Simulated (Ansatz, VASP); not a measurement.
HgTe in VASP and in Ansatz

```
Hg Te
1.0
     0.00000    2.90189    2.90189
     2.90189    0.00000    2.90189
     2.90189    2.90189    0.00000
Hg Te
1 1
Direct
  0.00000 0.00000 0.00000
  0.50000 0.50000 0.50000
```

Change from the starting cell: volume scaled by 0.98, PAW files.

Alike in both runs: task electric field gradients; functional LDA; k mesh 10 × 10 × 10; occupations fermi-dirac, width 0.08 eV; no spin polarisation.

|  | VASP | Ansatz |
| --- | --- | --- |
| version | VASP 6.6.1 | Ansatz 0.2.0 |
| potentials or method | VASP PAW LDA potentials, release 64 (Hg, Te) | PAW with Ansatz's default frozen-core files, scalar-relativistic |
| plane-wave cutoff (eV) | 400 | 420 |
| valence electrons in the cell | 18 | 36 |

|  | VASP | Ansatz | Ansatz less VASP |
| --- | --- | --- | --- |
| pressure (GPa) | 6.3 | 5.7 | -0.60 |

LDA's correlation is that of Perdew and Zunger in VASP and of Perdew and Wang (1992) in Ansatz. VASP's potentials hold 18 valence electrons a cell and Ansatz's 36, so a difference there can come from the potentials and not from the codes.

Spin-orbit coupling is off throughout.
